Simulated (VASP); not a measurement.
# C in VASP: notebook

Runs on C. Level: r2SCAN. Tasks: single point.

All numbers are computed with VASP 6.6.1; they aren't measurements. Logs are shortened: lines on timing, memory, paths and dates and some standing lists are left out, and cuts for length are marked.

### 1 The cell of the first run

The cell holds a slab with vacuum, 2 atoms: a = 2.456 Å, b = 2.456 Å, c = 28.000 Å, α = 90.00°, β = 90.00°, γ = 120.00°.

### 2 Single point, r2SCAN

POSCAR reads:

```
C
1.0
    2.4558374577      0.0000000000      0.0000000000
   -1.2279187289      2.1268176259      0.0000000000
    0.0000000000      0.0000000000     28.0000000000
C
2
Direct
    0.3333333333      0.6666666667      0.5000000000
    0.6666666667      0.3333333333      0.5000000000
```

INCAR.step1 reads:

```
ALGO = Normal
DIPOL = 0.5 0.5 0.500
EDIFF = 1E-4
ENCUT = 520
GGA = PE
IDIPOL = 3
ISMEAR = 0
LASPH = True
LCHARG = False
LDIPOL = True
LREAL = False
LWAVE = True
NBANDS = 11
NELM = 100
PREC = Accurate
SIGMA = 0.1
```

INCAR.step2 reads:

```
ALGO = Normal
DIPOL = 0.5 0.5 0.500
EDIFF = 1E-6
ENCUT = 520
IDIPOL = 3
ISIF = 2
ISMEAR = 0
ISTART = 1
LASPH = True
LCHARG = True
LDIPOL = True
LELF = True
LMIXTAU = True
LREAL = False
LVACPOTAV = True
LVHAR = True
LWAVE = False
METAGGA = R2SCAN
NBANDS = 11
NELM = 100
PREC = Accurate
SIGMA = 0.1
```

KPOINTS reads:

```
k-points
0
Gamma
  21 21 1
```

Potentials or basis: VASP PAW PBE potentials, release 64 (C).

On the command line:

```bash
> cat potpaw_PBE.64/C/POTCAR > POTCAR
> cp INCAR.step1 INCAR
> mpirun -np 1 vasp_std > vasp.out
> cp INCAR.step2 INCAR
> mpirun -np 1 vasp_std > vasp.out
```

OUTCAR:

```text
EDIFF = 1E-6
   ENCUT = 520
   ISIF = 2
   ISMEAR = 0
   ISTART = 1
   LASPH = True
   LREAL = False
   METAGGA = R2SCAN
   NELM = 100
   PREC = Accurate

 ion  position               nearest neighbor table
   1  0.333  0.667  0.500-   2 1.42   2 1.42   2 1.42
   2  0.667  0.333  0.500-   1 1.42   1 1.42   1 1.42

  LATTYP: Found a hexagonal cell.
 ALAT       =     2.4558374577
 C/A-ratio  =    11.4014060304

  Lattice vectors:

 A1 = (   2.4558374577,   0.0000000000,   0.0000000000)
 A2 = (  -1.2279187289,   2.1268176259,   0.0000000000)
 A3 = (   0.0000000000,   0.0000000000,  28.0000000000)

Analysis of symmetry for initial positions (statically):
=====================================================================
 Subroutine PRICEL returns:
 Original cell was already a primitive cell.

 Routine SETGRP: Setting up the symmetry group for a
 hexagonal supercell.

 Subroutine GETGRP returns: Found 24 space group operations
 (whereof 24 operations were pure point group operations)
 out of a pool of 24 trial point group operations.

The static configuration has the point symmetry D_6h.

Analysis of symmetry for dynamics (positions and initial velocities):
=====================================================================
 Subroutine PRICEL returns:
 Original cell was already a primitive cell.

 Routine SETGRP: Setting up the symmetry group for a
 hexagonal supercell.

 Subroutine GETGRP returns: Found 24 space group operations
 (whereof 24 operations were pure point group operations)
 out of a pool of 24 trial point group operations.

The dynamic configuration has the point symmetry D_6h.

 Subroutine INISYM returns: Found 24 space group operations
 (whereof 24 operations are pure point group operations),
 and found     1 'primitive' translations

----------------------------------------------------------------------------------------

                                     Primitive cell

  volume of cell :     146.2473

  direct lattice vectors                    reciprocal lattice vectors
     2.455837458  0.000000000  0.000000000     0.407193073  0.235093030  0.000000000
    -1.227918729  2.126817626  0.000000000     0.000000000  0.470186060  0.000000000
     0.000000000  0.000000000 28.000000000     0.000000000  0.000000000  0.035714286

  length of vectors
     2.455837458  2.455837458 28.000000000     0.470186060  0.470186060  0.035714286

  position of ions in fractional coordinates (direct lattice)
     0.333333333  0.666666667  0.500000000
     0.666666667  0.333333333  0.500000000

  ion indices of the primitive-cell ions
   primitive index   ion index
                 1           1
                 2           2

----------------------------------------------------------------------------------------

 KPOINTS: k-points

Automatic generation of k-mesh.
 Grid dimensions read from file:
 generate k-points for:   21   21    1

 Generating k-lattice:

  Cartesian coordinates                     Fractional coordinates (reciprocal lattice)
     0.019390146  0.011194906  0.000000000     0.047619048 -0.000000000  0.000000000
     0.000000000  0.022389812  0.000000000     0.000000000  0.047619048  0.000000000
     0.000000000  0.000000000  0.035714286     0.000000000  0.000000000  1.000000000

  Length of vectors
     0.022389812  0.022389812  0.035714286

  Shift w.r.t. Gamma in fractional coordinates (k-lattice)
     0.000000000  0.000000000  0.000000000

 Subroutine IBZKPT returns following result:
 ===========================================

 Found     48 irreducible k-points:

 Following reciprocal coordinates:
            Coordinates               Weight
  0.000000  0.000000  0.000000      1.000000
  0.047619 -0.000000  0.000000      6.000000
  0.095238  0.000000  0.000000      6.000000
  0.142857 -0.000000  0.000000      6.000000
  0.190476  0.000000  0.000000      6.000000
  0.238095 -0.000000  0.000000      6.000000
[... 16 lines left out ...]
  0.142857  0.095238  0.000000     12.000000
  0.190476  0.095238  0.000000     12.000000
 [... further k-points ...]
   k-points           NKPTS =     48   k-points in BZ     NKDIM =     48   number of bands    NBANDS=     11
   number of dos      NEDOS =    301   number of ions     NIONS =      2
   total plane-waves  NPLWV =  68040
   dimension x,y,z NGX =    18 NGY =   18 NGZ =  210
   dimension x,y,z NGXF=    36 NGYF=   36 NGZF=  420
   ions per type =               2
   NGX,Y,Z   is equivalent  to a cutoff of  12.18, 12.18, 12.47 a.u.
   NGXF,Y,Z  is equivalent  to a cutoff of  24.37, 24.37, 24.94 a.u.
 SYSTEM =  unknown system
   PREC   = accura    normal or accurate (medium, high low for compatibility)
   ISTART =      1    job   : 0-new  1-cont  2-samecut
   ICHARG =      0    charge: 1-file 2-atom 10-const
   ISPIN  =      1    spin polarized calculation?
   LNONCOLLINEAR =      F non collinear calculations
   LSORBIT =      F    spin-orbit coupling
   LASPH  =      T    aspherical Exc in radial PAW
   ENCUT  =  520.0 eV  38.22 Ry    6.18 a.u.   4.57  4.57 52.06*2*pi/ulx,y,z
   NELM   =    100;   NELMIN=  2; NELMDL=  0     # of ELM steps
   EDIFF  = 0.1E-05   stopping-criterion for ELM
   LREAL  =      F    real-space projection
   EDIFFG = 0.1E-04   stopping-criterion for IOM
   NSW    =      0    number of steps for IOM
   IBRION =     -1    ionic relax: 0-MD 1-quasi-New 2-CG
   NFREE  =      0    steps in history (QN), initial steepest desc. (CG)
   ISIF   =      2    stress and relaxation
   ISYM   =      2    0-nonsym 1-usesym 2-fastsym
   POTIM  = 0.5000    time-step for ionic-motion
   TEBEG  =    0.0;   TEEND  =   0.0 temperature during run
   PSTRESS=    0.0 pullay stress
   NELECT =       8.0000    total number of electrons
   NUPDOWN=      -1.0000    fix difference up-down
   EMIN   =  10.00;   EMAX   =-10.00  energy-range for DOS
   EFERMI =   0.00;   METHOD = LEGACY
   ISMEAR =     0;   SIGMA  =   0.10  broadening in eV -4-tet -1-fermi 0-gaus
   EFERMI_NEDOS =   21; number of points for ismear=-14 and -15
   IALGO  =     38    algorithm
   IMIX   =      4    mixing-type and parameters
     AMIX     =   0.40;   BMIX     =  1.00
     AMIX_MAG =   1.60;   BMIX_MAG =  1.00
  volume/ion in A,a.u.               =      73.12       493.46
  Fermi-wavevector in a.u.,A,eV,Ry     =   0.621454  1.174377  5.254636  0.386205
  Thomas-Fermi vector in A             =   1.680964
   LORBIT       =      0    0 simple, 1 ext, 2 COOP (PROOUT), +10 PAW based schemes
   METAGGA = R2SCAN    functional components
   LHFCALC =     F    Hartree Fock is set to
   AEXX    =    0.0000 exact exchange contribution
   IVDW    =     0    specifies the selected vdW correction
   LEPSILON=     F    determine dielectric tensor
   LRPA    =     F    only Hartree local field effects (RPA)
 non-spin polarized calculation
 Gauss-broadening in eV      SIGMA  =   0.10
  energy-cutoff  :      520.00
  volume of cell :      146.25
 maximum number of plane-waves:      3992
   NGX =  9   NGY =  9   NGZ =105

 dipolmoment           0.000000      0.000000      0.000000 electrons x Angstroem

 number of electron       7.9999997 magnetization

 dipolmoment           0.000000      0.000000     -0.000000 electrons x Angstroem

 Free energy of the ion-electron system (eV)
  ---------------------------------------------------
  ext. energy  EPLUGINS =         0.00000000
  ---------------------------------------------------
  free energy    TOTEN  =       -19.84245957 eV

  energy without entropy =      -19.84194784  energy(sigma->0) =      -19.84220371

 E-fermi :  -3.1855     XC(G=0):  -1.5524

 val. band max:       -3.1854565375   @ k =   0.3333   0.3333   0.0000
 cond. band min:      -3.1854563809   @ k =   0.3333   0.3333   0.0000
 fundamental gap:      0.0000001566
 Fermi energy:        -3.1854564594

 k-point     1 :       0.0000    0.0000    0.0000
  band No.  band energies     occupation
      1     -24.0567      2.00000
      2     -11.3332      2.00000
      3      -6.4212      2.00000
      4      -6.4212      2.00000
      5       0.4463      0.00000
      6       1.1101      0.00000
      7       1.1506      0.00000
      8       1.6166      0.00000
      9       1.8211      0.00000
     10       2.6454      0.00000
     11       2.9492      0.00000

 k-point     2 :       0.0476   -0.0000    0.0000
  band No.  band energies     occupation
      1     -23.9997      2.00000
      2     -11.2651      2.00000
      3      -6.6598      2.00000
      4      -6.5460      2.00000
      5       0.5204      0.00000
      6       1.1851      0.00000
      7       1.2259      0.00000
      8       1.6916      0.00000
      9       1.8962      0.00000
     10       2.7202      0.00000
     11       3.0240      0.00000

 k-point     3 :       0.0952    0.0000    0.0000
  band No.  band energies     occupation
      1     -23.8288      2.00000
      2     -11.0611      2.00000
      3      -7.3279      2.00000
      4      -6.8872      2.00000
      5       0.7429      0.00000
      6       1.4100      0.00000
      7       1.4520      0.00000
      8       1.9165      0.00000
      9       2.1216      0.00000
     10       2.9447      0.00000
     11       3.2484      0.00000
[... 267 lines left out ...]
 k-point    23 :       0.1429    0.0952    0.0000
  band No.  band energies     occupation
      1     -22.9790      2.00000
      2     -10.0544      2.00000
      3      -9.6990      2.00000
      4      -8.4618      2.00000
      5       1.8563      0.00000
      6       2.5327      0.00000
      7       2.5823      0.00000
      8       3.0395      0.00000
      9       3.2488      0.00000
     10       4.0648      0.00000
     11       4.3710      0.00000

 k-point    24 :       0.1905    0.0952    0.0000
  band No.  band energies     occupation
      1     -22.4734      2.00000
      2     -10.8733      2.00000
      3      -9.4627      2.00000
      4      -9.0744      2.00000
      5       2.5235      0.00000
      6       3.2033      0.00000
      7       3.2604      0.00000
      8       3.7098      0.00000
      9       3.9249      0.00000
     10       4.6682      0.00000
     11       4.7900      0.00000

 [... further k-points ...]

------------------------ aborting loop because EDIFF is reached ----------------------------------------

 vacuum level on the upper side and lower side of the slab       (xc-potential included)        -0.045        -0.045

  FORCE on cell =-STRESS in cart. coord.  units (eV):
  Direction    XX          YY          ZZ          XY          YZ          ZX
  --------------------------------------------------------------------------------------
  -------------------------------------------------------------------------------------
  Total        0.1149073      0.1149073     -0.0114671     -0.0000000      0.0000000     -0.0000000
  in kB        1.2588398      1.2588398     -0.1256255     -0.0000000      0.0000000     -0.0000000
  external PRESSURE =       0.7973514 kB  Pullay stress =       0.0000000 kB

 VOLUME and BASIS-vectors are now :
 -----------------------------------------------------------------------------
  energy-cutoff  :      520.00
  volume of cell :      146.25
      direct lattice vectors                 reciprocal lattice vectors
     2.455837458  0.000000000  0.000000000     0.407193073  0.235093030  0.000000000
    -1.227918729  2.126817626  0.000000000     0.000000000  0.470186060  0.000000000
     0.000000000  0.000000000 28.000000000     0.000000000  0.000000000  0.035714286

 POSITION                                       TOTAL-FORCE (eV/Angst)
 -----------------------------------------------------------------------------------
     -0.00000      1.41788     14.00000        -0.000000     -0.000000     -0.000000
      1.22792      0.70894     14.00000         0.000000      0.000000      0.000000
 -----------------------------------------------------------------------------------
    total drift:                               -0.000000      0.000000      0.000000

  FREE ENERGIE OF THE ION-ELECTRON SYSTEM (eV)
  ---------------------------------------------------
  free  energy   TOTEN  =       -19.8424595741 eV

  energy  without entropy=      -19.8419478375  energy(sigma->0) =      -19.84220371

 vacuum level on the upper side and lower side of the slab         1.081         1.081
```

Run time: 4.9 min. Hardware: 1 thread of Intel Xeon Platinum 8259CL at 2.50GHz (Skylake/Cascade Lake), shared host; peak memory 0.29 GiB.

What came out:

- Free energy: -19.8425 eV
- Band gap on the k mesh: zero (filled and empty bands touch)
- Work function of the upper face: 4.27 eV
- Work function of the lower face: 4.27 eV

Caveat: the PAW data sets were made with another functional, which shifts forces and pressure a little.

### 3 Single point, r2SCAN

POSCAR reads:

```
C
1.0
    2.4561850976      0.0000000000      0.0000000000
   -1.2280925488      2.1271186909      0.0000000000
    0.0000000000      0.0000000000     28.0000000000
C
2
Direct
    0.3333333333      0.6666666667      0.5000000180
    0.6666666667      0.3333333333      0.4999999820
```

INCAR.step1 reads:

```
PREC     = Accurate       # precision mode
ENCUT    = 520            # plane-wave cutoff, eV
ISMEAR   = 0              # smearing method
SIGMA    = 0.1            # smearing width, eV
LREAL    = F              # projectors in reciprocal space
LASPH    = T              # aspherical terms in the spheres
NELM     = 80             # most SCF steps
LDIPOL   = T            
IDIPOL   = 3            
DIPOL    = 0.5 0.5 0.500
NBANDS   = 11             # bands
GGA      = PE             # functional
ALGO     = Normal         # electronic algorithm
EDIFF    = 1E-4           # SCF threshold, eV
LWAVE    = T              # write WAVECAR
LCHARG   = F              # write CHGCAR
```

INCAR.step2 reads:

```
PREC     = Accurate       # precision mode
ENCUT    = 520            # plane-wave cutoff, eV
EDIFF    = 1E-6           # SCF threshold, eV
ISMEAR   = 0              # smearing method
SIGMA    = 0.1            # smearing width, eV
LREAL    = F              # projectors in reciprocal space
LASPH    = T              # aspherical terms in the spheres
NELM     = 80             # most SCF steps
ALGO     = Normal         # electronic algorithm
ISIF     = 2              # what is computed and relaxed
LWAVE    = F              # write WAVECAR
LCHARG   = T              # write CHGCAR
LDIPOL   = T            
IDIPOL   = 3            
DIPOL    = 0.5 0.5 0.500
METAGGA  = R2SCAN         # meta-GGA
LMIXTAU  = T            
LELF     = T              # ELF
LVHAR    = T            
LVACPOTAV= T            
NBANDS   = 11             # bands
ISTART   = 1
```

KPOINTS reads:

```
Automatic mesh
0
Gamma
  21 21 1
```

Potentials or basis: VASP PAW PBE potentials, release 64 (C).

On the command line:

```bash
> cat potpaw_PBE.64/C/POTCAR > POTCAR
> cp INCAR.step1 INCAR
> mpirun -np 1 vasp_std > vasp.out
> cp INCAR.step2 INCAR
> mpirun -np 1 vasp_std > vasp.out
```

OUTCAR:

```text
PREC = Accurate
   ENCUT = 520
   EDIFF = 1E-6
   ISMEAR = 0
   LREAL = F
   LASPH = T
   NELM = 80
   ISIF = 2
   METAGGA = R2SCAN
   ISTART = 1

 ion  position               nearest neighbor table
   1  0.333  0.667  0.500-   2 1.42   2 1.42   2 1.42
   2  0.667  0.333  0.500-   1 1.42   1 1.42   1 1.42

  LATTYP: Found a hexagonal cell.
 ALAT       =     2.4561850976
 C/A-ratio  =    11.3997923151

  Lattice vectors:

 A1 = (   2.4561850976,   0.0000000000,   0.0000000000)
 A2 = (  -1.2280925488,   2.1271186909,   0.0000000000)
 A3 = (   0.0000000000,   0.0000000000,  28.0000000000)

Analysis of symmetry for initial positions (statically):
=====================================================================
 Subroutine PRICEL returns:
 Original cell was already a primitive cell.

 Routine SETGRP: Setting up the symmetry group for a
 hexagonal supercell.

 Subroutine GETGRP returns: Found 24 space group operations
 (whereof 24 operations were pure point group operations)
 out of a pool of 24 trial point group operations.

The static configuration has the point symmetry D_6h.

Analysis of symmetry for dynamics (positions and initial velocities):
[... 180 lines left out ...]
      9       1.8210      0.00000
     10       2.6452      0.00000
     11       2.9491      0.00000
[... 309 lines left out ...]
 k-point    24 :       0.1905    0.0952    0.0000
  band No.  band energies     occupation
      1     -22.4716      2.00000
      2     -10.8742      2.00000
      3      -9.4618      2.00000
      4      -9.0750      2.00000
      5       2.5229      0.00000
      6       3.2025      0.00000
      7       3.2596      0.00000
      8       3.7089      0.00000
      9       3.9241      0.00000
     10       4.6654      0.00000
     11       4.7876      0.00000

 [... further k-points ...]

------------------------ aborting loop because EDIFF is reached ----------------------------------------

 vacuum level on the upper side and lower side of the slab       (xc-potential included)        -0.045        -0.045

  FORCE on cell =-STRESS in cart. coord.  units (eV):
  Direction    XX          YY          ZZ          XY          YZ          ZX
  --------------------------------------------------------------------------------------
  -------------------------------------------------------------------------------------
  Total        0.0949742      0.0949742     -0.0114397      0.0000000      0.0000000     -0.0000000
  in kB        1.0401729      1.0401729     -0.1252899      0.0000000      0.0000000     -0.0000000
  external PRESSURE =       0.6516853 kB  Pullay stress =       0.0000000 kB

 VOLUME and BASIS-vectors are now :
 -----------------------------------------------------------------------------
  energy-cutoff  :      520.00
  volume of cell :      146.29
      direct lattice vectors                 reciprocal lattice vectors
     2.456185098  0.000000000  0.000000000     0.407135440  0.235059756  0.000000000
    -1.228092549  2.127118691  0.000000000     0.000000000  0.470119512  0.000000000
     0.000000000  0.000000000 28.000000000     0.000000000  0.000000000  0.035714286

 POSITION                                       TOTAL-FORCE (eV/Angst)
 -----------------------------------------------------------------------------------
     -0.00000      1.41808     14.00000        -0.000000      0.000000     -0.000000
      1.22809      0.70904     14.00000         0.000000      0.000000      0.000000
 -----------------------------------------------------------------------------------
    total drift:                               -0.000000      0.000000      0.000000

  FREE ENERGIE OF THE ION-ELECTRON SYSTEM (eV)
  ---------------------------------------------------
  free  energy   TOTEN  =       -19.8424934984 eV

  energy  without entropy=      -19.8419817618  energy(sigma->0) =      -19.84223763

 vacuum level on the upper side and lower side of the slab         1.081         1.081
```

OUTCAR.step1:

```text
PREC = Accurate
   ENCUT = 520
   ISMEAR = 0
   LREAL = F
   LASPH = T
   NELM = 80
   GGA = PE
[... 562 lines left out ...]
     -0.00000      1.41808     14.00000        -0.000000      0.000000     -0.000000
      1.22809      0.70904     14.00000         0.000000      0.000000      0.000000
 -----------------------------------------------------------------------------------
    total drift:                                0.000000      0.000000      0.000000

  FREE ENERGIE OF THE ION-ELECTRON SYSTEM (eV)
  ---------------------------------------------------
  free  energy   TOTEN  =       -18.4479151234 eV

  energy  without entropy=      -18.4474033869  energy(sigma->0) =      -18.44765926

 vacuum level on the upper side and lower side of the slab         1.065         1.065
```

Wall time 4.6 min (1 thread of Intel Xeon Platinum 8259CL at 2.50GHz (Skylake/Cascade Lake), shared host); peak memory 0.29 GiB.

What came out:

* Free energy: -19.8425 eV
* Band gap on the k mesh: zero (filled and empty bands touch)
* Work function of the upper face: 4.27 eV
* Work function of the lower face: 4.27 eV

Caveat: the PAW data sets were made with another functional, which shifts forces and pressure a little.
